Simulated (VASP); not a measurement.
Here is a VASP 6.6.1 calculation.

INCAR

```
  PREC = Accurate
  ENCUT = 520
  EDIFF = 1E-6
  ISMEAR = -1
  SIGMA = 0.1
  LREAL = F
  LASPH = T
  NELM = 80
  ALGO = Normal
  ISIF = 2
  LWAVE = F
  LCHARG = F
  GGA = PE
  NBANDS = 12
```

The input KPOINTS:

```
Automatic mesh
0
Gamma
  6 6 6
```

Contents of POSCAR:

```
Ta
1.0
   -1.6607181506      1.6607181506      1.6607181506
    1.6607181506     -1.6607181506      1.6607181506
    1.6607181506      1.6607181506     -1.6607181506
Ta
1
Direct
    0.0000000000      0.0000000000      0.0000000000
```

Potentials or basis: VASP PAW PBE potentials, release 64 (Ta_pv).

Launch:

```bash
$ cat potpaw_PBE.64/Ta_pv/POTCAR > POTCAR
$ mpirun -np 1 vasp_std > vasp.out
```

Q: Predict the pressure.

A: 1.6 GPa.

Caveat: the k points lie up to 0.45 Å⁻¹ apart.
